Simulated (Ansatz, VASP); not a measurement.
# LiBr in VASP and in Ansatz

```xyz
2
Lattice="0.0000 2.7445 2.7445 2.7445 0.0000 2.7445 2.7445 2.7445 0.0000" Properties=species:S:1:pos:R:3 pbc="T T T"
Li    0.0000    0.0000    0.0000
Br    2.7445    2.7445    2.7445
```

Alike in both runs: task single point; functional PBE; k mesh 8 × 8 × 8; occupations fermi-dirac, width 0.03 eV; non-collinear spin, spin-orbit coupling.

```csv
,VASP,Ansatz
version,VASP 6.6.1,Ansatz 0.2.0
potentials or method,"VASP PAW PBE potentials, release 64 (Li_sv, Br), cutoff 750 eV",all-electron LAPW
```

```tsv
	VASP	Ansatz	Ansatz less VASP
pressure (GPa)	0.3	0.3	+0.06
net moment per atom (μB)	0.00	0.00	0.000
```

Ansatz ran all-electron here, and VASP with PAW potentials.
